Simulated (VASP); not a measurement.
**Cd2SO: single point with PBE**

The system is Cd2SO.

```
CELL_PARAMETERS angstrom
1.81956 1.05052 5.91535
-1.81956 1.05052 5.91535
0.00000 -2.10104 5.91535
ATOMIC_POSITIONS crystal
O 0.00000 0.00000 0.00000
S 0.50000 0.50000 0.50000
Cd 0.26026 0.26026 0.26026
Cd 0.73974 0.73974 0.73974
```

| Item | Value |
| --- | --- |
| Program | VASP 6.6.1 |
| Task | single point |
| Functional | PBE |
| Potentials or basis | VASP PAW PBE potentials, release 64 (O, S, Cd) |
| Cutoff | 520 eV |
| k mesh | 8 × 8 × 8 |
| Occupations | fermi-dirac, width 0.02 eV |
| Spin | no spin polarisation |
| Dipole correction | no |
| Further INCAR settings | ALGO = Normal; EDIFF = 1e-06; NBANDS = 26 |

* Pressure: 0.6 GPa
* Largest force: 0.005 eV/Å
* Band gap on the k mesh: zero (band 18 reaches 2.89 eV, above the bottom of band 19 at 2.87 eV)

Forces in eV/Å, atoms in the order of the input:
```
O    0.000  0.000  0.000
S    0.000  0.000  0.000
Cd   0.000  0.000 -0.005
Cd   0.000  0.000  0.005
```

Levels at points of the mesh, in eV from the Fermi level:
| k point | band 14 | band 15 | band 16 | band 17 | band 18 | band 19 | band 20 | band 21 | band 22 | band 23 |
| --- | --- | --- | --- | --- | --- | --- | --- | --- | --- | --- |
| (0.00, 0.00, 0.00) | -1.69 | -1.69 | -1.41 | -0.97 | 0.01 | 0.01 | 4.18 | 6.83 | 7.45 | 7.45 |
| (0.50, 0.00, 0.00) | -4.24 | -2.35 | -2.23 | -2.09 | -0.96 | 2.48 | 3.79 | 5.37 | 6.02 | 7.34 |
| (0.50, 0.50, 0.00) | -4.54 | -2.61 | -2.48 | -0.57 | -0.36 | 0.79 | 3.49 | 5.43 | 6.98 | 7.60 |
| (0.50, 0.50, 0.50) | -2.98 | -1.59 | -1.59 | -0.12 | -0.12 | 1.60 | 3.31 | 6.69 | 8.48 | 8.48 |

Wall time 2 min on 1 thread of Intel(R) Xeon(R) 6975P-C (Granite Rapids), on a shared host, peak memory 0.38 GiB.
